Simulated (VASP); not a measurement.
# Ge (R-3m) in VASP: a series of runs

Runs on Ge. Level: PBE. Tasks: electric field gradients.

Everything below comes from runs of VASP 6.6.1. Logs are shortened: lines on timing, memory, paths and dates and some standing lists are left out, and cuts for length are marked.

## (1) The cell of the first run

Symmetry: R-3m, No. 166, trigonal system. The conventional cell has a = 3.980 Å, b = 3.980 Å, c = 9.897 Å, α = 90.00°, β = 90.00°, γ = 120.00°. Within 3.2 Å of Ge (site symmetry 3m) lie 4 Ge at 2.44 to 2.47 Å.

## (2) Electric field gradients, PBE (equal xy, yz and zx shear strains of +1 %)

Contents of INCAR:

```
PREC = Accurate
ENCUT = 520
EDIFF = 1E-8
ISMEAR = -1
SIGMA = 0.05
LREAL = F
LASPH = T
NELM = 80
ALGO = Normal
ISIF = 2
LWAVE = F
LCHARG = F
GGA = PE
LEFG = T
NBANDS = 21
```

Contents of KPOINTS:

```
Automatic mesh
0
Gamma
  10 10 10
```

Contents of POSCAR:

```
Ge
1.0
    0.0282877000      2.8429138500      2.8429138500
    2.8429138500      0.0282877000      2.8429138500
    2.8429138500      2.8429138500      0.0282877000
Ge
2
Direct
    0.5000000000      0.5000000000      0.5000000000
    0.7500000000      0.7500000000      0.7500000000
```

Potentials or basis: VASP PAW PBE potentials, release 64 (Ge_d).

Command:

```
cat potpaw_PBE.64/Ge_d/POTCAR > POTCAR
mpirun -np 1 vasp_std > vasp.out
```

OUTCAR:

```text
PREC = Accurate
   ENCUT = 520
   EDIFF = 1E-8
   ISMEAR = -1
   LREAL = F
   LASPH = T
   NELM = 80
   ISIF = 2
   GGA = PE

 ion  position               nearest neighbor table
   1  0.500  0.500  0.500-   2 2.44   2 2.44   2 2.44   2 2.47
   2  0.750  0.750  0.750-   1 2.44   1 2.44   1 2.44   1 2.47

  LATTYP: Found a trigonal (rhomboedric) cell.
 ALAT       =     4.0205868366
 COS(alpha) =     0.5099250056

  Lattice vectors:

 A1 = (   0.0282877000,   2.8429138500,   2.8429138500)
 A2 = (   2.8429138500,   0.0282877000,   2.8429138500)
 A3 = (   2.8429138500,   2.8429138500,   0.0282877000)

Analysis of symmetry for initial positions (statically):
=====================================================================
 Subroutine PRICEL returns:
 Original cell was already a primitive cell.

 Routine SETGRP: Setting up the symmetry group for a
 trigonal (rhombohedral) supercell.

 Subroutine GETGRP returns: Found 12 space group operations
 (whereof  6 operations were pure point group operations)
 out of a pool of 12 trial point group operations.

The static configuration has the point symmetry C_3v.
 The point group associated with its full space group is D_3d.

Analysis of symmetry for dynamics (positions and initial velocities):
=====================================================================
 Subroutine PRICEL returns:
 Original cell was already a primitive cell.

 Routine SETGRP: Setting up the symmetry group for a
 trigonal (rhombohedral) supercell.

 Subroutine GETGRP returns: Found 12 space group operations
 (whereof  6 operations were pure point group operations)
 out of a pool of 12 trial point group operations.

The dynamic configuration has the point symmetry C_3v.
 The point group associated with its full space group is D_3d.

 Subroutine INISYM returns: Found 12 space group operations
 (whereof  6 operations are pure point group operations),
 and found     1 'primitive' translations

----------------------------------------------------------------------------------------

                                     Primitive cell

  volume of cell :      45.2679

  direct lattice vectors                    reciprocal lattice vectors
     0.028287700  2.842913850  2.842913850    -0.178522909  0.176764062  0.176764062
     2.842913850  0.028287700  2.842913850     0.176764062 -0.178522909  0.176764062
     2.842913850  2.842913850  0.028287700     0.176764062  0.176764062 -0.178522909

  length of vectors
     4.020586837  4.020586837  4.020586837     0.307183164  0.307183164  0.307183164

  position of ions in fractional coordinates (direct lattice)
     0.500000000  0.500000000  0.500000000
     0.750000000  0.750000000  0.750000000

  ion indices of the primitive-cell ions
   primitive index   ion index
                 1           1
                 2           2

----------------------------------------------------------------------------------------

 KPOINTS: Automatic mesh

Automatic generation of k-mesh.
 Grid dimensions read from file:
 generate k-points for:   10   10   10

 Generating k-lattice:

  Cartesian coordinates                     Fractional coordinates (reciprocal lattice)
    -0.017852291  0.017676406  0.017676406     0.100000000  0.000000000  0.000000000
     0.017676406 -0.017852291  0.017676406     0.000000000  0.100000000  0.000000000
     0.017676406  0.017676406 -0.017852291     0.000000000  0.000000000  0.100000000

  Length of vectors
     0.030718316  0.030718316  0.030718316

  Shift w.r.t. Gamma in fractional coordinates (k-lattice)
     0.000000000  0.000000000  0.000000000

 Subroutine IBZKPT returns following result:
 ===========================================

 Found    116 irreducible k-points:

 Following reciprocal coordinates:
            Coordinates               Weight
  0.000000  0.000000  0.000000      1.000000
  0.100000 -0.000000 -0.000000      6.000000
  0.200000 -0.000000 -0.000000      6.000000
  0.300000 -0.000000 -0.000000      6.000000
  0.400000 -0.000000 -0.000000      6.000000
  0.500000  0.000000  0.000000      3.000000
[... 16 lines left out ...]
  0.300000  0.300000 -0.000000      6.000000
  0.400000  0.300000 -0.000000     12.000000
 [... further k-points ...]
   k-points           NKPTS =    116   k-points in BZ     NKDIM =    116   number of bands    NBANDS=     21
   number of dos      NEDOS =    301   number of ions     NIONS =      2
   total plane-waves  NPLWV =  27000
   dimension x,y,z NGX =    30 NGY =   30 NGZ =   30
   dimension x,y,z NGXF=    60 NGYF=   60 NGZF=   60
   ions per type =               2
   NGX,Y,Z   is equivalent  to a cutoff of  12.40, 12.40, 12.40 a.u.
   NGXF,Y,Z  is equivalent  to a cutoff of  24.81, 24.81, 24.81 a.u.
 SYSTEM =  unknown system
   PREC   = accura    normal or accurate (medium, high low for compatibility)
   ISTART =      0    job   : 0-new  1-cont  2-samecut
   ICHARG =      2    charge: 1-file 2-atom 10-const
   ISPIN  =      1    spin polarized calculation?
   LNONCOLLINEAR =      F non collinear calculations
   LSORBIT =      F    spin-orbit coupling
   LASPH  =      T    aspherical Exc in radial PAW
   ENCUT  =  520.0 eV  38.22 Ry    6.18 a.u.   7.48  7.48  7.48*2*pi/ulx,y,z
   NELM   =     80;   NELMIN=  2; NELMDL= -5     # of ELM steps
   EDIFF  = 0.1E-07   stopping-criterion for ELM
   LREAL  =      F    real-space projection
   EDIFFG = 0.1E-06   stopping-criterion for IOM
   NSW    =      0    number of steps for IOM
   IBRION =     -1    ionic relax: 0-MD 1-quasi-New 2-CG
   NFREE  =      0    steps in history (QN), initial steepest desc. (CG)
   ISIF   =      2    stress and relaxation
   ISYM   =      2    0-nonsym 1-usesym 2-fastsym
   POTIM  = 0.5000    time-step for ionic-motion
   TEBEG  =    0.0;   TEEND  =   0.0 temperature during run
   PSTRESS=    0.0 pullay stress
   NELECT =      28.0000    total number of electrons
   NUPDOWN=      -1.0000    fix difference up-down
   EMIN   =  10.00;   EMAX   =-10.00  energy-range for DOS
   EFERMI =   0.00;   METHOD = LEGACY
   ISMEAR =    -1;   SIGMA  =   0.05  broadening in eV -4-tet -1-fermi 0-gaus
   EFERMI_NEDOS =   21; number of points for ismear=-14 and -15
   IALGO  =     38    algorithm
   IMIX   =      4    mixing-type and parameters
     AMIX     =   0.40;   BMIX     =  1.00
     AMIX_MAG =   1.60;   BMIX_MAG =  1.00
  volume/ion in A,a.u.               =      22.63       152.74
  Fermi-wavevector in a.u.,A,eV,Ry     =   1.394860  2.635904 26.471972  1.945635
  Thomas-Fermi vector in A             =   2.518368
   LORBIT       =      0    0 simple, 1 ext, 2 COOP (PROOUT), +10 PAW based schemes
   GGA     = PE    functional components
   LHFCALC =     F    Hartree Fock is set to
   AEXX    =    0.0000 exact exchange contribution
   IVDW    =     0    specifies the selected vdW correction
   LEPSILON=     F    determine dielectric tensor
   LRPA    =     F    only Hartree local field effects (RPA)
 non-spin polarized calculation
  energy-cutoff  :      520.00
  volume of cell :       45.27
 maximum number of plane-waves:      1255
 NGX is ok and might be reduce to    30
   NGX = 15   NGY = 15   NGZ = 15

 number of electron      28.0000020 magnetization

 Free energy of the ion-electron system (eV)
  ---------------------------------------------------
  ext. energy  EPLUGINS =         0.00000000
  ---------------------------------------------------
  free energy    TOTEN  =        -9.00301239 eV

  energy without entropy =       -9.00250691  energy(sigma->0) =       -9.00275965

 E-fermi :   5.0347     XC(G=0):  -9.9256

 val. band max:        5.0205609984   @ k =   0.0000   0.0000   0.0000
 cond. band min:       5.1380634798   @ k =   0.5000   0.0000   0.0000
 fundamental gap:      0.1175024814
 Fermi energy:         5.0347356608

 k-point     1 :       0.0000    0.0000    0.0000
  band No.  band energies     occupation
      1     -19.8265      2.00000
      2     -19.8265      2.00000
      3     -19.8107      2.00000
      4     -19.7850      2.00000
      5     -19.7850      2.00000
      6     -19.5847      2.00000
[... 13 lines left out ...]
     20      14.4800      0.00000
     21      14.4800      0.00000

 k-point     2 :       0.1000   -0.0000   -0.0000
  band No.  band energies     occupation
      1     -19.8317      2.00000
      2     -19.8263      2.00000
      3     -19.8163      2.00000
      4     -19.7772      2.00000
      5     -19.7759      2.00000
      6     -19.5899      2.00000
[... 13 lines left out ...]
     20      13.7256      0.00000
     21      13.7856      0.00000

 k-point     3 :       0.2000   -0.0000   -0.0000
  band No.  band energies     occupation
      1     -19.8401      2.00000
      2     -19.8309      2.00000
      3     -19.8169      2.00000
      4     -19.7624      2.00000
      5     -19.7614      2.00000
      6     -19.5990      2.00000
[... 13 lines left out ...]
     20      13.2025      0.00000
     21      13.3022      0.00000

 k-point     4 :       0.3000   -0.0000   -0.0000
  band No.  band energies     occupation
      1     -19.8459      2.00000
      2     -19.8364      2.00000
      3     -19.8121      2.00000
      4     -19.7505      2.00000
      5     -19.7494      2.00000
      6     -19.6055      2.00000
[... 13 lines left out ...]
     20      13.5449      0.00000
     21      13.7146      0.00000

 k-point     5 :       0.4000   -0.0000   -0.0000
  band No.  band energies     occupation
      1     -19.8486      2.00000
      2     -19.8389      2.00000
      3     -19.8076      2.00000
      4     -19.7453      2.00000
      5     -19.7419      2.00000
      6     -19.6102      2.00000
[... 13 lines left out ...]
     20      14.7902      0.00000
     21      14.9919      0.00000
[... 382 lines left out ...]
     20      14.4591      0.00000
     21      16.4558      0.00000

 k-point    22 :      -0.2000    0.2000    0.0000
  band No.  band energies     occupation
      1     -19.8546      2.00000
      2     -19.8438      2.00000
      3     -19.7982      2.00000
      4     -19.7507      2.00000
      5     -19.7268      2.00000
      6     -19.6315      2.00000
[... 13 lines left out ...]
     20      14.9379      0.00000
     21      15.5095      0.00000

 k-point    23 :       0.3000    0.3000   -0.0000
  band No.  band energies     occupation
      1     -19.8486      2.00000
      2     -19.8414      2.00000
      3     -19.8210      2.00000
      4     -19.7369      2.00000
      5     -19.6962      2.00000
      6     -19.6828      2.00000
[... 13 lines left out ...]
     20      16.0116      0.00000
     21      16.2173      0.00000

 k-point    24 :       0.4000    0.3000   -0.0000
  band No.  band energies     occupation
      1     -19.8584      2.00000
      2     -19.8455      2.00000
      3     -19.8054      2.00000
      4     -19.7217      2.00000
      5     -19.7017      2.00000
      6     -19.6775      2.00000
[... 13 lines left out ...]
     20      16.6436      0.00000
     21      16.7729      0.00000

 [... further k-points ...]

------------------------ aborting loop because EDIFF is reached ----------------------------------------

  FORCE on cell =-STRESS in cart. coord.  units (eV):
  Direction    XX          YY          ZZ          XY          YZ          ZX
  --------------------------------------------------------------------------------------
  -------------------------------------------------------------------------------------
  Total        1.0249655      1.0249655      1.0249655     -0.2380420     -0.2380420     -0.2380420
  in kB       36.2768353     36.2768353     36.2768353     -8.4250754     -8.4250754     -8.4250754
  external PRESSURE =      36.2768353 kB  Pullay stress =       0.0000000 kB

 VOLUME and BASIS-vectors are now :
 -----------------------------------------------------------------------------
  energy-cutoff  :      520.00
  volume of cell :       45.27
      direct lattice vectors                 reciprocal lattice vectors
     0.028287700  2.842913850  2.842913850    -0.178522909  0.176764062  0.176764062
     2.842913850  0.028287700  2.842913850     0.176764062 -0.178522909  0.176764062
     2.842913850  2.842913850  0.028287700     0.176764062  0.176764062 -0.178522909

 POSITION                                       TOTAL-FORCE (eV/Angst)
 -----------------------------------------------------------------------------------
      2.85706      2.85706      2.85706         0.087256      0.087256      0.087256
      4.28559      4.28559      4.28559        -0.087256     -0.087256     -0.087256
 -----------------------------------------------------------------------------------
    total drift:                                0.000000     -0.000000     -0.000000

  FREE ENERGIE OF THE ION-ELECTRON SYSTEM (eV)
  ---------------------------------------------------
  free  energy   TOTEN  =        -9.0030123896 eV

  energy  without entropy=       -9.0025069130  energy(sigma->0) =       -9.00275965

 Electric field gradients (V/A^2)
---------------------------------------------------------------------
 ion       V_xx      V_yy      V_zz      V_xy      V_xz      V_yz
---------------------------------------------------------------------
   1       0.000     0.000    -0.000     4.850     4.850     4.850
   2       0.000     0.000    -0.000     4.850     4.850     4.850
---------------------------------------------------------------------

 Electric field gradients after diagonalization (V/A^2)
 (convention: |V_zz| > |V_xx| > |V_yy|)
----------------------------------------------------------------------
 ion       V_xx      V_yy      V_zz     asymmetry (V_yy - V_xx)/ V_zz
----------------------------------------------------------------------
   1      -4.850    -4.850     9.700       0.000
   2      -4.850    -4.850     9.700       0.000
----------------------------------------------------------------------

           NMR quadrupolar parameters

 Cq : quadrupolar parameter    Cq=e*Q*V_zz/h
 eta: asymmetry parameters     (V_yy - V_xx)/ V_zz
 Q  : nuclear electric quadrupole moment in mb (millibarn)
----------------------------------------------------------------------
 ion       Cq(MHz)       eta       Q (mb)
----------------------------------------------------------------------
   1       0.023       0.000       1.000
   2       0.023       0.000       1.000
----------------------------------------------------------------------
```

Wall time 2.6 min (1 thread of Intel Xeon 8259CL, shared host); peak memory 0.23 GiB.

Results:

| Property | Result |
| --- | --- |
| Free energy | -9.0030 eV |
| Pressure | 3.6 GPa |
| Largest force | 0.151 eV/Å |
| Largest electric field gradient by atom | Ge +9.7 V/Å² |

Forces in eV/Å, atoms in the order of the input:
```
Ge   0.087  0.087  0.087
Ge  -0.087 -0.087 -0.087
```

Stress tensor (GPa, compression positive):
```
 3.63 -0.84 -0.84
-0.84  3.63 -0.84
-0.84 -0.84  3.63
```

Levels at points of the mesh, in eV from the Fermi level:
```
           k point  band 11  band 12  band 13  band 14  band 15  band 16  band 17  band 18
(0.00, 0.00, 0.00)   -12.81    -0.06    -0.03    -0.03    -0.01     2.38     2.59     2.59
(0.50, 0.00, 0.00)   -10.69    -7.65    -1.48    -1.46     0.10     3.61     3.77     7.07
(0.50, 0.50, 0.00)    -8.98    -8.88    -3.16    -3.07     0.66     0.77     9.46     9.47
(0.50, 0.50, 0.50)   -10.82    -7.59    -1.37    -1.37     0.27     3.76     3.76     7.17
```

Electric field gradients, principal values (V/Å²):
```
atom   least  middle  greatest (by size)
1 Ge  -4.850  -4.850               9.700
2 Ge  -4.850  -4.850               9.700
```

Caveat: the cell differs from its parent crystal (equal xy, yz and zx shear strains of +1 %); the cell stands under pressure; without QUAD_EFG the Cq values of the log hold for a quadrupole moment of 1 mb, not for the nuclei.

(Part 1 of 2 ends here.)
